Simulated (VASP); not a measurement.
Set up this calculation in VASP 6.6.1, as the native input.

```yaml
Task: single point
Functional: PBE
Potentials_or_basis: VASP PAW PBE potentials, release 64 (F, Pt, Si)
Cutoff: 520 eV
k_mesh: 8 × 8 × 8
Occupations: fermi-dirac, width 0.1 eV
Spin: no spin polarisation
Dipole_correction: no
Further_INCAR_settings: ALGO = Normal; EDIFF = 1e-07; NBANDS = 38
```

The structure of SiPtF6 lies in POSCAR:

```
SiPtF6
1.0
    0.0000000000      3.9555880000      3.9555880000
    3.9555880000      0.0000000000      3.9555880000
    3.9555880000      3.9555880000      0.0000000000
F Pt Si
6 1 1
Direct
    0.7500000000      0.2500000000      0.2500000000
    0.2500000000      0.7500000000      0.2500000000
    0.2500000000      0.7500000000      0.7500000000
    0.7500000000      0.2500000000      0.7500000000
    0.2500000000      0.2500000000      0.7500000000
    0.7500000000      0.7500000000      0.2500000000
    0.5000000000      0.5000000000      0.5000000000
    0.0000000000      0.0000000000      0.0000000000
```

These files were run (other wordings do the same):

INCAR

```
ALGO     = Normal         # electronic algorithm
EDIFF    = 1E-7           # SCF threshold, eV
ENCUT    = 520            # plane-wave cutoff, eV
GGA      = PE             # functional
ISIF     = 2              # what is computed and relaxed
ISMEAR   = -1             # smearing method
LASPH    = True           # aspherical terms in the spheres
LCHARG   = False          # write CHGCAR
LREAL    = False          # projectors in reciprocal space
LWAVE    = False          # write WAVECAR
NBANDS   = 38             # bands
NELM     = 100            # most SCF steps
PREC     = Accurate       # precision mode
SIGMA    = 0.1            # smearing width, eV
```

KPOINTS

```
k-points
0
Gamma
  8 8 8
```

Potentials or basis: VASP PAW PBE potentials, release 64 (F, Pt, Si).

Run with:

```console
$ cat potpaw_PBE.64/F/POTCAR potpaw_PBE.64/Pt/POTCAR potpaw_PBE.64/Si/POTCAR > POTCAR
$ mpirun -np 1 vasp_std > vasp.out
```

It gave:

| Item | Value |
| --- | --- |
| Pressure | 3.6 GPa |
| Band gap on the k mesh | zero (bands 28 and 29 overlap by 0.10 eV) |

Caveat: the cell stands under pressure; spin-orbit coupling is left out, which moves the levels of the heavy elements.

Wall time 3.3 min on 1 thread of Oxide Virtual Turin-like Processor, on a shared host, peak memory 0.28 GiB.
